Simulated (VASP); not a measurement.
## Tl: single point with PBE

Crystal: Tl.

```
Tl
1.0
     0.00000    2.47657    2.47657
     2.47657    0.00000    2.47657
     2.47657    2.47657    0.00000
Tl
1
Direct
  0.00000 0.00000 0.00000
```

This isn't the form of Tl at room conditions, which is hcp.

- Program: VASP 6.6.1
- Task: single point
- Functional: PBE
- Potentials or basis: VASP PAW PBE potentials, release 64 (Tl_d)
- Cutoff: 500 eV
- k mesh: 4 × 4 × 4
- Occupations: fermi-dirac, width 0.15 eV
- Spin: no spin polarisation
- Dipole correction: no
- Further INCAR settings: ALGO = Normal; EDIFF = 1e-06; NBANDS = 12

The pressure is 1.4 GPa and the band gap on the k mesh is zero (an odd number of electrons rules out a gap without spin polarisation).

Levels at points of the mesh, in eV from the Fermi level:
| k point | band 4 | band 5 | band 6 | band 7 | band 8 | band 9 |
| --- | --- | --- | --- | --- | --- | --- |
| (0.00, 0.00, 0.00) | -11.40 | -11.40 | -9.76 | 9.66 | 9.66 | 9.66 |
| (0.50, 0.00, 0.00) | -11.19 | -11.19 | -5.45 | -2.78 | 7.70 | 7.70 |
| (0.50, 0.50, 0.00) | -11.13 | -11.13 | -3.86 | -1.75 | 3.82 | 3.82 |

Wall time 4.1 s on 1 thread of AMD EPYC 9R45 96-Core Processor (Zen 5), with other jobs on the host, peak memory 0.12 GiB.

Caveat: the k points lie up to 0.55 Å⁻¹ apart, too coarse for converged energies and pressures of a metal; spin-orbit coupling is left out, which moves the levels of the heavy elements.
